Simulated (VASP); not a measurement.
# LaB3Ir (I4mm) in VASP: single point with r2SCAN

Aim: the single point of LaB3Ir with r2SCAN.

Program: VASP 6.6.1. These are calculated values, not measurements. Logs are shortened: lines on timing, memory, paths and dates and some standing lists are left out, and cuts for length are marked.

## 1. The cell of the first run

The structure is tetragonal, space group I4mm (No. 107). The conventional cell has a = 3.784 Å, b = 3.784 Å, c = 8.693 Å, α = 90.00°, β = 90.00°, γ = 90.00°. Within 2.8 Å of Ir (site symmetry 4mm) lie 5 B at 2.09 to 2.12 Å. Within 2.8 Å of B (site symmetry 4mm) lie 1 Ir at 2.09 Å and 4 B at 2.30 Å and 4 La at 2.78 Å. Within 2.8 Å of B (site symmetry 2mm) lie 2 Ir at 2.12 Å and 6 B at 2.30 to 2.68 Å and 2 La at 2.80 Å. Within 3.8 Å of La (site symmetry 4mm) lie 13 B at 2.78 to 3.60 Å and 5 Ir at 2.99 to 3.00 Å and 4 La at 3.78 Å.

## 2. Single point, r2SCAN

Input file POSCAR:

```
LaB3Ir
1.0
    0.0000000000      3.7835590000      0.0000000000
    3.7835590000      0.0000000000      0.0000000000
    1.8917800000      1.8917800000     -4.3464100000
Ir B La
1 3 1
Direct
    0.0000000000      0.0000000000      0.0000000000
    0.7599000000      0.7599000000      0.4802000000
    0.6088000000      0.1088000000      0.7824000000
    0.1088000000      0.6088000000      0.7824000000
    0.3455000000      0.3455000000      0.3090000000
```

Input file INCAR.step1:

```
PREC = Accurate
ENCUT = 520
ISMEAR = -1
SIGMA = 0.072
LREAL = F
LASPH = T
NELM = 80
NBANDS = 22
GGA = PE
ALGO = Normal
EDIFF = 1E-4
LWAVE = T
LCHARG = F
```

Input file INCAR.step2:

```
PREC = Accurate
ENCUT = 520
EDIFF = 1E-6
ISMEAR = -1
SIGMA = 0.072
LREAL = F
LASPH = T
NELM = 80
ALGO = Normal
ISIF = 2
LWAVE = F
LCHARG = T
METAGGA = R2SCAN
LMIXTAU = T
LELF = T
LVHAR = T
NBANDS = 22
ISTART = 1
```

Input file KPOINTS:

```
regular mesh
0
Gamma
  10 10 10
```

Potentials or basis: VASP PAW PBE potentials, release 64 (Ir, B, La).

Run with:

```sh
> cat potpaw_PBE.64/Ir/POTCAR potpaw_PBE.64/B/POTCAR potpaw_PBE.64/La/POTCAR > POTCAR
> cp INCAR.step1 INCAR
> mpirun -np 1 vasp_std > vasp.out
> cp INCAR.step2 INCAR
> mpirun -np 1 vasp_std > vasp.out
```

OUTCAR:

```text
PREC = Accurate
   ENCUT = 520
   EDIFF = 1E-6
   ISMEAR = -1
   LREAL = F
   LASPH = T
   NELM = 80
   ISIF = 2
   METAGGA = R2SCAN
   ISTART = 1

 ion  position               nearest neighbor table
   1  0.000  0.000  0.000-   2 2.09   4 2.12   3 2.12   3 2.12   4 2.12   5 2.99   5 2.99   5 2.99
                             5 2.99   5 3.00
   2  0.760  0.760  0.480-   1 2.09   5 2.78   5 2.78   5 2.78   5 2.78
   3  0.609  0.109  0.782-   1 2.12   1 2.12   5 2.80   5 2.80
   4  0.109  0.609  0.782-   1 2.12   1 2.12   5 2.80   5 2.80
   5  0.346  0.346  0.309-   2 2.78   2 2.78   2 2.78   2 2.78   3 2.80   4 2.80   4 2.80   3 2.80
                             1 2.99   1 2.99   1 2.99   1 2.99   1 3.00

  LATTYP: Found a body centered tetragonal cell.
 ALAT       =     3.7835590000
 C/A-ratio  =     2.2975246322

  Lattice vectors:

 A1 = (  -1.8917800000,   1.8917790000,   4.3464100000)
 A2 = (   1.8917790000,  -1.8917800000,   4.3464100000)
 A3 = (   1.8917800000,   1.8917800000,  -4.3464100000)

Analysis of symmetry for initial positions (statically):
=====================================================================
 Subroutine PRICEL returns:
 Original cell was already a primitive cell.

 Routine SETGRP: Setting up the symmetry group for a
 body centered tetragonal supercell.

 Subroutine GETGRP returns: Found  8 space group operations
 (whereof  8 operations were pure point group operations)
 out of a pool of 16 trial point group operations.

The static configuration has the point symmetry C_4v.

Analysis of symmetry for dynamics (positions and initial velocities):
=====================================================================
 Subroutine PRICEL returns:
 Original cell was already a primitive cell.

 Routine SETGRP: Setting up the symmetry group for a
 body centered tetragonal supercell.

 Subroutine GETGRP returns: Found  8 space group operations
 (whereof  8 operations were pure point group operations)
 out of a pool of 16 trial point group operations.

The dynamic configuration has the point symmetry C_4v.

 Subroutine INISYM returns: Found  8 space group operations
 (whereof  8 operations are pure point group operations),
 and found     1 'primitive' translations

----------------------------------------------------------------------------------------

                                     Primitive cell

  volume of cell :      62.2202

  direct lattice vectors                    reciprocal lattice vectors
     0.000000000  3.783559000  0.000000000     0.000000000  0.264301416  0.115037498
     3.783559000  0.000000000  0.000000000     0.264301416  0.000000000  0.115037498
     1.891780000  1.891780000 -4.346410000     0.000000000  0.000000000 -0.230074935

  length of vectors
     3.783559000  3.783559000  5.103816516     0.288251391  0.288251391  0.230074935

  position of ions in fractional coordinates (direct lattice)
     0.000000000  0.000000000  0.000000000
     0.759900000  0.759900000  0.480200000
     0.608800000  0.108800000  0.782400000
     0.108800000  0.608800000  0.782400000
     0.345500000  0.345500000  0.309000000

  ion indices of the primitive-cell ions
   primitive index   ion index
                 1           1
                 2           2
                 3           3
                 4           4
                 5           5

----------------------------------------------------------------------------------------

 KPOINTS: regular mesh

Automatic generation of k-mesh.
 Grid dimensions read from file:
 generate k-points for:   10   10   10

 Generating k-lattice:

  Cartesian coordinates                     Fractional coordinates (reciprocal lattice)
     0.000000000  0.026430142  0.011503750     0.100000000  0.000000000  0.000000000
     0.026430142  0.000000000  0.011503750     0.000000000  0.100000000  0.000000000
     0.000000000  0.000000000 -0.023007494     0.000000000  0.000000000  0.100000000

  Length of vectors
     0.028825139  0.028825139  0.023007494

  Shift w.r.t. Gamma in fractional coordinates (k-lattice)
     0.000000000  0.000000000  0.000000000

 Subroutine IBZKPT returns following result:
 ===========================================

 Found    102 irreducible k-points:

 Following reciprocal coordinates:
            Coordinates               Weight
  0.000000  0.000000  0.000000      1.000000
  0.100000  0.000000  0.000000      8.000000
  0.200000  0.000000  0.000000      8.000000
  0.300000  0.000000 -0.000000      8.000000
  0.400000  0.000000 -0.000000      8.000000
  0.500000  0.000000  0.000000      4.000000
[... 16 lines left out ...]
  0.300000  0.300000 -0.000000      8.000000
  0.400000  0.300000 -0.000000     16.000000
 [... further k-points ...]
   k-points           NKPTS =    102   k-points in BZ     NKDIM =    102   number of bands    NBANDS=     22
   number of dos      NEDOS =    301   number of ions     NIONS =      5
   total plane-waves  NPLWV =  31360
   dimension x,y,z NGX =    28 NGY =   28 NGZ =   40
   dimension x,y,z NGXF=    56 NGYF=   56 NGZF=   80
   ions per type =               1   3   1
   NGX,Y,Z   is equivalent  to a cutoff of  12.30, 12.30, 13.03 a.u.
   NGXF,Y,Z  is equivalent  to a cutoff of  24.61, 24.61, 26.06 a.u.
 SYSTEM =  unknown system
   PREC   = accura    normal or accurate (medium, high low for compatibility)
   ISTART =      1    job   : 0-new  1-cont  2-samecut
   ICHARG =      0    charge: 1-file 2-atom 10-const
   ISPIN  =      1    spin polarized calculation?
   LNONCOLLINEAR =      F non collinear calculations
   LSORBIT =      F    spin-orbit coupling
   LASPH  =      T    aspherical Exc in radial PAW
   ENCUT  =  520.0 eV  38.22 Ry    6.18 a.u.   7.03  7.03  9.49*2*pi/ulx,y,z
   NELM   =     80;   NELMIN=  2; NELMDL=  0     # of ELM steps
   EDIFF  = 0.1E-05   stopping-criterion for ELM
   LREAL  =      F    real-space projection
   EDIFFG = 0.1E-04   stopping-criterion for IOM
   NSW    =      0    number of steps for IOM
   IBRION =     -1    ionic relax: 0-MD 1-quasi-New 2-CG
   NFREE  =      0    steps in history (QN), initial steepest desc. (CG)
   ISIF   =      2    stress and relaxation
   ISYM   =      2    0-nonsym 1-usesym 2-fastsym
   POTIM  = 0.5000    time-step for ionic-motion
   TEBEG  =    0.0;   TEEND  =   0.0 temperature during run
   PSTRESS=    0.0 pullay stress
   NELECT =      29.0000    total number of electrons
   NUPDOWN=      -1.0000    fix difference up-down
   EMIN   =  10.00;   EMAX   =-10.00  energy-range for DOS
   EFERMI =   0.00;   METHOD = LEGACY
   ISMEAR =    -1;   SIGMA  =   0.07  broadening in eV -4-tet -1-fermi 0-gaus
   EFERMI_NEDOS =   21; number of points for ismear=-14 and -15
   IALGO  =     38    algorithm
   IMIX   =      4    mixing-type and parameters
     AMIX     =   0.40;   BMIX     =  1.00
     AMIX_MAG =   1.60;   BMIX_MAG =  1.00
  volume/ion in A,a.u.               =      12.44        83.98
  Fermi-wavevector in a.u.,A,eV,Ry     =   1.269298  2.398625 21.920583  1.611117
  Thomas-Fermi vector in A             =   2.402347
   LORBIT       =      0    0 simple, 1 ext, 2 COOP (PROOUT), +10 PAW based schemes
   METAGGA = R2SCAN    functional components
   LHFCALC =     F    Hartree Fock is set to
   AEXX    =    0.0000 exact exchange contribution
   IVDW    =     0    specifies the selected vdW correction
   LEPSILON=     F    determine dielectric tensor
   LRPA    =     F    only Hartree local field effects (RPA)
 non-spin polarized calculation
  energy-cutoff  :      520.00
  volume of cell :       62.22
 maximum number of plane-waves:      1692
   NGX = 15   NGY = 15   NGZ = 19

 number of electron      29.0000000 magnetization

 Free energy of the ion-electron system (eV)
  ---------------------------------------------------
  ext. energy  EPLUGINS =         0.00000000
  ---------------------------------------------------
  free energy    TOTEN  =      -103.64715581 eV

  energy without entropy =     -103.59810894  energy(sigma->0) =     -103.62263238

 E-fermi :   9.0140     XC(G=0): -12.9305

 val. band max:        9.0087192309   @ k =  -0.2000   0.2000   0.0000
 cond. band min:       9.0153890777   @ k =   0.5000   0.3000   0.0000
 fundamental gap:      0.0066698468
 Fermi energy:         9.0140068451

 k-point     1 :       0.0000    0.0000    0.0000
  band No.  band energies     occupation
      1     -23.0863      2.00000
      2      -7.0133      2.00000
      3      -6.3521      2.00000
      4      -6.3521      2.00000
      5      -2.4177      2.00000
      6       1.9483      2.00000
[... 14 lines left out ...]
     21      13.6568      0.00000
     22      13.7278      0.00000

 k-point     2 :       0.1000    0.0000    0.0000
  band No.  band energies     occupation
      1     -23.0771      2.00000
      2      -7.0137      2.00000
      3      -6.4996      2.00000
      4      -6.3417      2.00000
      5      -2.1881      2.00000
      6       1.9004      2.00000
[... 14 lines left out ...]
     21      13.6871      0.00000
     22      13.7127      0.00000

 k-point     3 :       0.2000    0.0000    0.0000
  band No.  band energies     occupation
      1     -23.0532      2.00000
      2      -7.0411      2.00000
      3      -6.8066      2.00000
      4      -6.3147      2.00000
      5      -1.6147      2.00000
      6       1.5873      2.00000
[... 14 lines left out ...]
     21      13.6972      0.00000
     22      13.7457      0.00000
[... 476 lines left out ...]
 k-point    23 :       0.3000    0.3000   -0.0000
  band No.  band energies     occupation
      1     -22.9681      2.00000
      2      -7.1579      2.00000
      3      -6.9536      2.00000
      4      -6.8764      2.00000
      5      -0.0796      2.00000
      6       1.7943      2.00000
[... 14 lines left out ...]
     21      13.6190      0.00000
     22      13.6905      0.00000

 k-point    24 :       0.4000    0.3000   -0.0000
  band No.  band energies     occupation
      1     -22.9484      2.00000
      2      -7.2767      2.00000
      3      -6.9725      2.00000
      4      -6.8508      2.00000
      5       0.2428      2.00000
      6       1.2361      2.00000
[... 14 lines left out ...]
     21      13.6078      0.00000
     22      13.6830      0.00000

 [... further k-points ...]

------------------------ aborting loop because EDIFF is reached ----------------------------------------

  FORCE on cell =-STRESS in cart. coord.  units (eV):
  Direction    XX          YY          ZZ          XY          YZ          ZX
  --------------------------------------------------------------------------------------
  -------------------------------------------------------------------------------------
  Total        7.0590343      7.0590343      6.9889374      0.0000000     -0.0000008     -0.0000008
  in kB      181.7708185    181.7708185    179.9658175      0.0000000     -0.0000207     -0.0000207
  external PRESSURE =     181.1691515 kB  Pullay stress =       0.0000000 kB

 VOLUME and BASIS-vectors are now :
 -----------------------------------------------------------------------------
  energy-cutoff  :      520.00
  volume of cell :       62.22
      direct lattice vectors                 reciprocal lattice vectors
     0.000000000  3.783559000  0.000000000     0.000000000  0.264301416  0.115037498
     3.783559000  0.000000000  0.000000000     0.264301416  0.000000000  0.115037498
     1.891780000  1.891780000 -4.346410000     0.000000000  0.000000000 -0.230074935

 POSITION                                       TOTAL-FORCE (eV/Angst)
 -----------------------------------------------------------------------------------
      0.00000      0.00000      0.00000        -0.000000     -0.000000      0.008961
      3.78356      3.78356     -2.08715         0.000000      0.000000     -1.797756
      1.89178      3.78356     -3.40063        -0.000000     -0.000000      0.887230
      3.78356      1.89178     -3.40063        -0.000000     -0.000000      0.887230
      1.89178      1.89178     -1.34304        -0.000000     -0.000000      0.014334
 -----------------------------------------------------------------------------------
    total drift:                               -0.000057     -0.000057     -0.000821

  FREE ENERGIE OF THE ION-ELECTRON SYSTEM (eV)
  ---------------------------------------------------
  free  energy   TOTEN  =      -103.6471558118 eV

  energy  without entropy=     -103.5981089407  energy(sigma->0) =     -103.62263238
```

Wall time 12 min (1 thread of AMD EPYC 7R43 (Zen 3), shared host); peak memory 0.29 GiB.

Results:

| Item | Value |
| --- | --- |
| Free energy | -103.6472 eV |
| Pressure | 18.1 GPa |
| Largest force | 1.798 eV/Å |
| Band gap on the k mesh | zero (an odd number of electrons rules out a gap without spin polarisation) |

Forces in eV/Å, atoms in the order of the input:
```
Ir   0.000  0.000  0.009
B    0.000  0.000 -1.798
B    0.000  0.000  0.887
B    0.000  0.000  0.887
La   0.000  0.000  0.014
```

Caveat: the cell stands under pressure; the PAW data sets were made with another functional, which shifts forces and pressure a little; spin-orbit coupling is left out, which moves the levels of the heavy elements.
